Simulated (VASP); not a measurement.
ZnSe, 2 atoms in the cell. The structure is tetragonal, space group I-4m2 (No. 119). Conventional cell: a = 4.377 Å, b = 4.377 Å, c = 5.732 Å, α = 90.00°, β = 90.00°, γ = 90.00°. Zn (site symmetry -4m2) has 4 Se at 2.62 Å within 3.5 Å. Se (site symmetry -4m2) has 4 Zn at 2.62 Å within 3.5 Å.  This cell differs from its parent crystal: strain +0.080 along x and y, +0.000 along z.

```yaml
Program: VASP 6.6.1
Task: single point
Functional: PBE
Potentials_or_basis: VASP PAW PBE potentials, release 64 (Zn, Se)
Cutoff: 520 eV
k_mesh: 8 × 8 × 8
Occupations: gaussian, width 0.05 eV
Spin: no spin polarisation
Dipole_correction: no
Further_INCAR_settings: ALGO = Normal; EDIFF = 1e-07; NBANDS = 16
```

Potentials or basis: VASP PAW PBE potentials, release 64 (Zn, Se).

Run with:

```bash
$ cat potpaw_PBE.64/Zn/POTCAR potpaw_PBE.64/Se/POTCAR > POTCAR
$ mpirun -np 1 vasp_std > vasp.out
```

Hardware: 1 thread of Intel(R) Xeon(R) Platinum 8488C (Sapphire Rapids), on a shared host.

How long does it take, and how much memory?

Run time: 25 s on 1 thread of Intel(R) Xeon(R) Platinum 8488C (Sapphire Rapids) (shared host), peak memory 0.21 GiB. Counts: scf iterations 14, k points 59.
